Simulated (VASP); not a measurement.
# LiCl (Fm-3m) in VASP: settings compared

LiCl is run at these levels: PBE, LDA, r2SCAN; tasks: single point.

All numbers are computed with VASP 6.6.1; they aren't measurements. Logs are shortened: lines on timing, memory, paths and dates and some standing lists are left out, and cuts for length are marked.

## (1) The cell of the first run

Symmetry: Fm-3m, No. 225, cubic system. The conventional cell has a = 5.112 Å, b = 5.112 Å, c = 5.112 Å, α = 90.00°, β = 90.00°, γ = 90.00°. Li (site symmetry m-3m) has 6 Cl at 2.56 Å within 3.4 Å. Within 3.4 Å of Cl (site symmetry m-3m) lie 6 Li at 2.56 Å.

## (2) Single point, PBE

INCAR

```
SYSTEM = LiCl
PREC     = Accurate       ! precision mode
ENCUT    = 520            ! plane-wave cutoff, eV
EDIFF    = 1E-6           ! SCF threshold, eV
ISMEAR   = 0              ! smearing method
SIGMA    = 0.01           ! smearing width, eV
LREAL    = .FALSE.        ! projectors in reciprocal space
LASPH    = .TRUE.         ! aspherical terms in the spheres
NELM     = 100            ! most SCF steps
ALGO     = Normal         ! electronic algorithm
ISIF     = 2              ! what is computed and relaxed
LWAVE    = .FALSE.        ! write WAVECAR
LCHARG   = .FALSE.        ! write CHGCAR
GGA      = PE             ! functional
NBANDS   = 12             ! bands
```

KPOINTS

```
regular mesh
0
G
  4 4 4
  0 0 0
```

POSCAR

```
LiCl
1.0
    0.0000000000      2.5560252063      2.5560252063
    2.5560252063      0.0000000000      2.5560252063
    2.5560252063      2.5560252063      0.0000000000
Li Cl
1 1
Direct
    0.0000000000      0.0000000000      0.0000000000
    0.5000000000      0.5000000000      0.5000000000
```

Potentials or basis: VASP PAW PBE potentials, release 64 (Li_sv, Cl).

Command:

```bash
cat potpaw_PBE.64/Li_sv/POTCAR potpaw_PBE.64/Cl/POTCAR > POTCAR
mpirun -np 1 vasp_std > vasp.out
```

OUTCAR:

```text
SYSTEM = LiCl
   PREC = Accurate
   ENCUT = 520
   EDIFF = 1E-6
   ISMEAR = 0
   LREAL = .FALSE.
   LASPH = .TRUE.
   NELM = 100
   ISIF = 2
   GGA = PE

 ion  position               nearest neighbor table
   1  0.000  0.000  0.000-   2 2.56   2 2.56   2 2.56   2 2.56   2 2.56   2 2.56
   2  0.500  0.500  0.500-   1 2.56   1 2.56   1 2.56   1 2.56   1 2.56   1 2.56

  LATTYP: Found a face centered cubic cell.
 ALAT       =     5.1120504126

  Lattice vectors:

 A1 = (   0.0000000000,   2.5560252063,   2.5560252063)
 A2 = (   2.5560252063,   0.0000000000,   2.5560252063)
 A3 = (   2.5560252063,   2.5560252063,   0.0000000000)

Analysis of symmetry for initial positions (statically):
=====================================================================
 Subroutine PRICEL returns:
 Original cell was already a primitive cell.

 Routine SETGRP: Setting up the symmetry group for a
 face centered cubic supercell.

 Subroutine GETGRP returns: Found 48 space group operations
 (whereof 48 operations were pure point group operations)
 out of a pool of 48 trial point group operations.

The static configuration has the point symmetry O_h .

Analysis of symmetry for dynamics (positions and initial velocities):
=====================================================================
 Subroutine PRICEL returns:
 Original cell was already a primitive cell.

 Routine SETGRP: Setting up the symmetry group for a
 face centered cubic supercell.

 Subroutine GETGRP returns: Found 48 space group operations
 (whereof 48 operations were pure point group operations)
 out of a pool of 48 trial point group operations.

The dynamic configuration has the point symmetry O_h .

 Subroutine INISYM returns: Found 48 space group operations
 (whereof 48 operations are pure point group operations),
 and found     1 'primitive' translations

----------------------------------------------------------------------------------------

                                     Primitive cell

  volume of cell :      33.3984

  direct lattice vectors                    reciprocal lattice vectors
     0.000000000  2.556025206  2.556025206    -0.195616224  0.195616224  0.195616224
     2.556025206  0.000000000  2.556025206     0.195616224 -0.195616224  0.195616224
     2.556025206  2.556025206  0.000000000     0.195616224  0.195616224 -0.195616224

  length of vectors
     3.614765513  3.614765513  3.614765513     0.338817239  0.338817239  0.338817239

  position of ions in fractional coordinates (direct lattice)
     0.000000000  0.000000000  0.000000000
     0.500000000  0.500000000  0.500000000

  ion indices of the primitive-cell ions
   primitive index   ion index
                 1           1
                 2           2

----------------------------------------------------------------------------------------

 KPOINTS: regular mesh

Automatic generation of k-mesh.
 Grid dimensions read from file:
 generate k-points for:    4    4    4

 Generating k-lattice:

  Cartesian coordinates                     Fractional coordinates (reciprocal lattice)
    -0.048904056  0.048904056  0.048904056     0.250000000  0.000000000  0.000000000
     0.048904056 -0.048904056  0.048904056     0.000000000  0.250000000  0.000000000
     0.048904056  0.048904056 -0.048904056     0.000000000  0.000000000  0.250000000

  Length of vectors
     0.084704310  0.084704310  0.084704310

  Shift w.r.t. Gamma in fractional coordinates (k-lattice)
     0.000000000  0.000000000  0.000000000

 Subroutine IBZKPT returns following result:
 ===========================================

 Found      8 irreducible k-points:

 Following reciprocal coordinates:
            Coordinates               Weight
  0.000000  0.000000  0.000000      1.000000
  0.250000  0.000000  0.000000      8.000000
  0.500000  0.000000  0.000000      4.000000
  0.250000  0.250000  0.000000      6.000000
  0.500000  0.250000  0.000000     24.000000
 -0.250000  0.250000  0.000000     12.000000
  0.500000  0.500000  0.000000      3.000000
 -0.250000  0.500000  0.250000      6.000000
   k-points           NKPTS =      8   k-points in BZ     NKDIM =      8   number of bands    NBANDS=     12
   number of dos      NEDOS =    301   number of ions     NIONS =      2
   total plane-waves  NPLWV =  21952
   dimension x,y,z NGX =    28 NGY =   28 NGZ =   28
   dimension x,y,z NGXF=    56 NGYF=   56 NGZF=   56
   ions per type =               1   1
   NGX,Y,Z   is equivalent  to a cutoff of  12.88, 12.88, 12.88 a.u.
   NGXF,Y,Z  is equivalent  to a cutoff of  25.75, 25.75, 25.75 a.u.
 SYSTEM =  LiCl
   PREC   = accura    normal or accurate (medium, high low for compatibility)
   ISTART =      0    job   : 0-new  1-cont  2-samecut
   ICHARG =      2    charge: 1-file 2-atom 10-const
   ISPIN  =      1    spin polarized calculation?
   LNONCOLLINEAR =      F non collinear calculations
   LSORBIT =      F    spin-orbit coupling
   LASPH  =      T    aspherical Exc in radial PAW
   ENCUT  =  520.0 eV  38.22 Ry    6.18 a.u.   6.72  6.72  6.72*2*pi/ulx,y,z
   NELM   =    100;   NELMIN=  2; NELMDL= -5     # of ELM steps
   EDIFF  = 0.1E-05   stopping-criterion for ELM
   LREAL  =      F    real-space projection
   EDIFFG = 0.1E-04   stopping-criterion for IOM
   NSW    =      0    number of steps for IOM
   IBRION =     -1    ionic relax: 0-MD 1-quasi-New 2-CG
   NFREE  =      0    steps in history (QN), initial steepest desc. (CG)
   ISIF   =      2    stress and relaxation
   ISYM   =      2    0-nonsym 1-usesym 2-fastsym
   POTIM  = 0.5000    time-step for ionic-motion
   TEBEG  =    0.0;   TEEND  =   0.0 temperature during run
   PSTRESS=    0.0 pullay stress
   NELECT =      10.0000    total number of electrons
   NUPDOWN=      -1.0000    fix difference up-down
   EMIN   =  10.00;   EMAX   =-10.00  energy-range for DOS
   EFERMI =   0.00;   METHOD = LEGACY
   ISMEAR =     0;   SIGMA  =   0.01  broadening in eV -4-tet -1-fermi 0-gaus
   EFERMI_NEDOS =   21; number of points for ismear=-14 and -15
   IALGO  =     38    algorithm
   IMIX   =      4    mixing-type and parameters
     AMIX     =   0.40;   BMIX     =  1.00
     AMIX_MAG =   1.60;   BMIX_MAG =  1.00
  volume/ion in A,a.u.               =      16.70       112.69
  Fermi-wavevector in a.u.,A,eV,Ry     =   1.095216  2.069658 16.320156  1.199498
  Thomas-Fermi vector in A             =   2.231535
   LORBIT       =      0    0 simple, 1 ext, 2 COOP (PROOUT), +10 PAW based schemes
   GGA     = PE    functional components
   LHFCALC =     F    Hartree Fock is set to
   AEXX    =    0.0000 exact exchange contribution
   IVDW    =     0    specifies the selected vdW correction
   LEPSILON=     F    determine dielectric tensor
   LRPA    =     F    only Hartree local field effects (RPA)
 non-spin polarized calculation
 Gauss-broadening in eV      SIGMA  =   0.01
  energy-cutoff  :      520.00
  volume of cell :       33.40
 maximum number of plane-waves:       934
 NGX is ok and might be reduce to    28
   NGX = 13   NGY = 13   NGZ = 13

 number of electron      10.0000003 magnetization

 Free energy of the ion-electron system (eV)
  ---------------------------------------------------
  ext. energy  EPLUGINS =         0.00000000
  ---------------------------------------------------
  free energy    TOTEN  =        -7.37774591 eV

  energy without entropy =       -7.37774591  energy(sigma->0) =       -7.37774591

 E-fermi :   0.8641     XC(G=0):  -8.7726

 val. band max:        0.6634716716   @ k =   0.0000   0.0000   0.0000
 cond. band min:       7.0609420755   @ k =   0.0000   0.0000   0.0000
 fundamental gap:      6.3974704038
 Fermi energy:         0.8640575042

 k-point     1 :       0.0000    0.0000    0.0000
  band No.  band energies     occupation
      1     -42.8523      2.00000
      2     -12.7688      2.00000
      3       0.6635      2.00000
      4       0.6635      2.00000
      5       0.6635      2.00000
      6       7.0609      0.00000
      7      12.6069      0.00000
      8      12.6069      0.00000
      9      12.6069      0.00000
     10      15.2483      0.00000
     11      15.2484      0.00000
     12      15.2510      0.00000

 k-point     2 :       0.2500    0.0000    0.0000
  band No.  band energies     occupation
      1     -42.8509      2.00000
      2     -12.4946      2.00000
      3      -0.9382      2.00000
      4       0.5262      2.00000
      5       0.5262      2.00000
      6       7.9247      0.00000
      7      11.3660      0.00000
      8      11.3660      0.00000
      9      11.6912      0.00000
     10      14.6383      0.00000
     11      14.6383      0.00000
     12      16.2844      0.00000

 k-point     3 :       0.5000    0.0000    0.0000
  band No.  band energies     occupation
      1     -42.8494      2.00000
      2     -12.1856      2.00000
      3      -2.1910      2.00000
      4       0.4031      2.00000
      5       0.4031      2.00000
      6       7.4298      0.00000
      7      10.1640      0.00000
      8      10.1641      0.00000
      9      13.7467      0.00000
     10      17.6366      0.00000
     11      17.8430      0.00000
     12      17.8430      0.00000

 k-point     4 :       0.2500    0.2500    0.0000
  band No.  band energies     occupation
      1     -42.8505      2.00000
      2     -12.3915      2.00000
      3      -0.8651      2.00000
      4       0.0636      2.00000
      5       0.0636      2.00000
      6       9.2779      0.00000
      7      10.2057      0.00000
      8      10.4207      0.00000
      9      13.2362      0.00000
     10      13.2362      0.00000
     11      16.2973      0.00000
     12      18.3298      0.00000

 k-point     5 :       0.5000    0.2500    0.0000
  band No.  band energies     occupation
      1     -42.8490      2.00000
      2     -12.0647      2.00000
      3      -1.8602      2.00000
      4      -0.6496      2.00000
      5      -0.0625      2.00000
      6       8.8492      0.00000
      7      10.2981      0.00000
      8      11.6387      0.00000
      9      11.9655      0.00000
     10      15.2389      0.00000
     11      18.3274      0.00000
     12      19.2749      0.00000

 k-point     6 :      -0.2500    0.2500    0.0000
  band No.  band energies     occupation
      1     -42.8495      2.00000
      2     -12.1825      2.00000
      3      -1.4656      2.00000
      4      -0.8014      2.00000
      5       0.3780      2.00000
      6       8.8680      0.00000
      7      10.8926      0.00000
      8      10.8992      0.00000
      9      11.5107      0.00000
     10      15.0677      0.00000
     11      17.8938      0.00000
     12      18.1903      0.00000

 k-point     7 :       0.5000    0.5000    0.0000
  band No.  band energies     occupation
      1     -42.8487      2.00000
      2     -11.9336      2.00000
      3      -2.2772      2.00000
      4      -0.4569      2.00000
      5      -0.4569      2.00000
      6       8.5678      0.00000
      7       8.9378      0.00000
      8      13.1889      0.00000
      9      14.8563      0.00000
     10      14.8564      0.00000
     11      17.7285      0.00000
     12      19.3236      0.00000

 k-point     8 :      -0.2500    0.5000    0.2500
  band No.  band energies     occupation
      1     -42.8486      2.00000
      2     -11.9426      2.00000
      3      -1.4929      2.00000
      4      -1.4929      2.00000
      5      -0.4128      2.00000
      6      10.2568      0.00000
      7      10.8307      0.00000
      8      11.1350      0.00000
      9      11.1350      0.00000
     10      16.6804      0.00000
     11      16.6805      0.00000
     12      19.3700      0.00000

------------------------ aborting loop because EDIFF is reached ----------------------------------------

  FORCE on cell =-STRESS in cart. coord.  units (eV):
  Direction    XX          YY          ZZ          XY          YZ          ZX
  --------------------------------------------------------------------------------------
  -------------------------------------------------------------------------------------
  Total        0.1561599      0.1561599      0.1561599      0.0000000      0.0000000      0.0000000
  in kB        7.4912559      7.4912559      7.4912559      0.0000000      0.0000000      0.0000000
  external PRESSURE =       7.4912559 kB  Pullay stress =       0.0000000 kB

 VOLUME and BASIS-vectors are now :
 -----------------------------------------------------------------------------
  energy-cutoff  :      520.00
  volume of cell :       33.40
      direct lattice vectors                 reciprocal lattice vectors
     0.000000000  2.556025206  2.556025206    -0.195616224  0.195616224  0.195616224
     2.556025206  0.000000000  2.556025206     0.195616224 -0.195616224  0.195616224
     2.556025206  2.556025206  0.000000000     0.195616224  0.195616224 -0.195616224

 POSITION                                       TOTAL-FORCE (eV/Angst)
 -----------------------------------------------------------------------------------
      0.00000      0.00000      0.00000        -0.000000     -0.000000     -0.000000
      2.55603      2.55603      2.55603         0.000000      0.000000      0.000000
 -----------------------------------------------------------------------------------
    total drift:                                0.000000      0.000000      0.000000

  FREE ENERGIE OF THE ION-ELECTRON SYSTEM (eV)
  ---------------------------------------------------
  free  energy   TOTEN  =        -7.3777459086 eV

  energy  without entropy=       -7.3777459086  energy(sigma->0) =       -7.37774591
```

Run time: 9.8 s. Hardware: 1 thread of AMD EPYC 7R13, shared host; peak memory 0.11 GiB.

What came out:

* Free energy: -7.3777 eV
* Band gap on the k mesh: 6.40 eV, direct

Levels at points of the mesh, in eV from the valence-band top:
| k point | band 2 | band 3 | band 4 | band 5 | band 6 | band 7 | band 8 | band 9 |
| --- | --- | --- | --- | --- | --- | --- | --- | --- |
| (0.00, 0.00, 0.00) | -13.43 | 0.00 | 0.00 | 0.00 | 6.40 | 11.94 | 11.94 | 11.94 |
| (0.50, 0.00, 0.00) | -12.85 | -2.85 | -0.26 | -0.26 | 6.77 | 9.50 | 9.50 | 13.08 |
| (0.50, 0.50, 0.00) | -12.60 | -2.94 | -1.12 | -1.12 | 7.90 | 8.27 | 12.53 | 14.19 |

Caveat: the k points lie up to 0.53 Å⁻¹ apart; the cutoff is under 1.25 times the usual one of these potentials, so pressure, stress and relaxed cells hold a basis-set (Pulay) error.

## (3) Single point, PBE

INCAR

```
ALGO     = Normal         # electronic algorithm
EDIFF    = 1E-6           # SCF threshold, eV
ENCUT    = 520            # plane-wave cutoff, eV
GGA      = PE             # functional
ISIF     = 2              # what is computed and relaxed
ISMEAR   = 0              # smearing method
LASPH    = T              # aspherical terms in the spheres
LCHARG   = F              # write CHGCAR
LREAL    = F              # projectors in reciprocal space
LWAVE    = F              # write WAVECAR
NBANDS   = 12             # bands
NELM     = 60             # most SCF steps
PREC     = Accurate       # precision mode
SIGMA    = 0.01           # smearing width, eV
```

KPOINTS

```
k-points
0
Gamma
  4 4 4
```

POSCAR is that of step 2.

Potentials or basis: VASP PAW PBE potentials, release 64 (Li_sv, Cl).

Command:

```bash
cat potpaw_PBE.64/Li_sv/POTCAR potpaw_PBE.64/Cl/POTCAR > POTCAR
mpirun -np 1 vasp_std > vasp.out
```

Run time: 10 s. Hardware: 1 thread of AMD EPYC 7R13, shared host; peak memory 0.11 GiB.

The run converged. Its results:

* Free energy: -7.3777 eV
* Band gap on the k mesh: 6.40 eV, direct

Levels at points of the mesh, in eV from the valence-band top:
```
           k point  band 1  band 2  band 3  band 4  band 5  band 6  band 7  band 8  band 9  band 10
(0.00, 0.00, 0.00)  -43.52  -13.43    0.00    0.00    0.00    6.40   11.94   11.94   11.94    14.58
(0.50, 0.00, 0.00)  -43.51  -12.85   -2.85   -0.26   -0.26    6.77    9.50    9.50   13.08    16.97
(0.50, 0.50, 0.00)  -43.51  -12.60   -2.94   -1.12   -1.12    7.90    8.27   12.53   14.19    14.19
```

Caveat: the k points lie up to 0.53 Å⁻¹ apart; the cutoff is under 1.25 times the usual one of these potentials, so pressure, stress and relaxed cells hold a basis-set (Pulay) error.

(Continued in part 2 of 2.)
